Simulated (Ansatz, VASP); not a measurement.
**One calculation of HfN, two programs**

```
CELL_PARAMETERS angstrom
0.00000 2.28159 2.25900
2.28159 0.00000 2.25900
2.28159 2.28159 0.00000
ATOMIC_POSITIONS crystal
Hf 0.00000 0.00000 0.00000
N 0.50000 0.50000 0.50000
```

Change from the starting cell: equal xx and yy strain of +1 %, PAW files.

Alike in both runs: task electric field gradients; functional PBEsol; k mesh 10 × 10 × 10; occupations fermi-dirac, width 0.01 eV; no spin polarisation.

|  | VASP | Ansatz |
| --- | --- | --- |
| version | VASP 6.6.1 | Ansatz 0.2.0 |
| potentials or method | VASP PAW PBE potentials, release 64 (Hf_pv, N) | PAW with Ansatz's default frozen-core files, scalar-relativistic |
| plane-wave cutoff (eV) | 520 | 420 |
| valence electrons in the cell | 15 | 31 |

Ansatz gave:

```
pressure (GPa)                                                : -8.1
traceless stress, the component that is largest in VASP (GPa) : 2.74
size of Vzz on the site where it differs most (V/Å²)          : 43.6
```

**Question.** What did VASP give for the same quantities?

**Answer.** Pressure (GPa): -10.2; traceless stress, the component that is largest in VASP (GPa): 2.76; size of Vzz on the site where it differs most (V/Å²): 36.9.

VASP's potentials were made for PBE, not for PBEsol. VASP's potentials hold 15 valence electrons a cell and Ansatz's 31, so a difference there can come from the potentials and not from the codes.

Neither program's run includes spin-orbit coupling.
